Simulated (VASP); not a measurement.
Write the native input for VASP 6.6.1 that does the following.

| Property | Result |
| --- | --- |
| Task | relaxation of cell and atoms |
| Functional | PBE |
| Potentials or basis | VASP PAW PBE potentials, release 64 (Hf_pv, Al, N) |
| Cutoff | 600 eV |
| k mesh | 12 × 12 × 6 |
| Occupations | gaussian, width 0.1 eV |
| Spin | no spin polarisation |
| Dipole correction | no |
| Further INCAR settings | ALGO = Normal; EDIFF = 1e-07; IBRION = 2; EDIFFG = -0.01; NSW = 100; ISIF = 3 |

The structure of Hf2AlN3 lies in POSCAR:

```
Hf2AlN3
1.0
    3.3626174374      0.0000000000      0.0000000000
   -1.6813087187      2.9121121240      0.0000000000
    0.0000000000      0.0000000000      8.3074804278
Hf Al N
2 1 3
Direct
    0.0000000000      0.0000000000      0.9878586688
    0.3333333333      0.6666666667      0.3376280016
    0.6666666667      0.3333333333      0.6727327257
    0.0000000000      0.0000000000      0.7281497678
    0.6666666667      0.3333333333      0.4389455950
    0.3333333333      0.6666666667      0.0846852412
```

These files were run (other wordings do the same):

INCAR

```
PREC = Accurate
ENCUT = 600
EDIFF = 1E-7
ISMEAR = 0
SIGMA = 0.1
LREAL = False
LASPH = True
NELM = 60
ALGO = Normal
ISIF = 3
LWAVE = False
LCHARG = False
GGA = PE
IBRION = 2
NSW = 100
EDIFFG = -0.01
```

KPOINTS

```
Automatic mesh
0
Gamma
  12 12 6
```

Potentials or basis: VASP PAW PBE potentials, release 64 (Hf_pv, Al, N).

Launch:

```bash
$ cat potpaw_PBE.64/Hf_pv/POTCAR potpaw_PBE.64/Al/POTCAR potpaw_PBE.64/N/POTCAR > POTCAR
$ mpirun -np 1 vasp_std > vasp.out
```

Results of the run:

* Relaxed volume: 13.50 Å³/atom
* Relaxed cell: a = 3.360 Å, b = 3.360 Å, c = 8.285 Å, α = 90.00°, β = 90.00°, γ = 120.00°
* Space group after relaxing (to 0.1 Å): P3m1 (No. 156)
* Energy gained by relaxing: 0.3 meV/atom
* Ionic steps: 7
* Pressure after relaxing: 0.0 GPa
* Largest force after relaxing: 0.003 eV/Å
* Band gap on the k mesh: zero (bands 19 and 20 overlap by 1.10 eV)

Caveat: spin-orbit coupling is left out, which moves the levels of the heavy elements.

Wall time 7.3 min on 1 thread of Intel(R) Xeon(R) 6975P-C (Granite Rapids), on a shared host, peak memory 0.39 GiB.
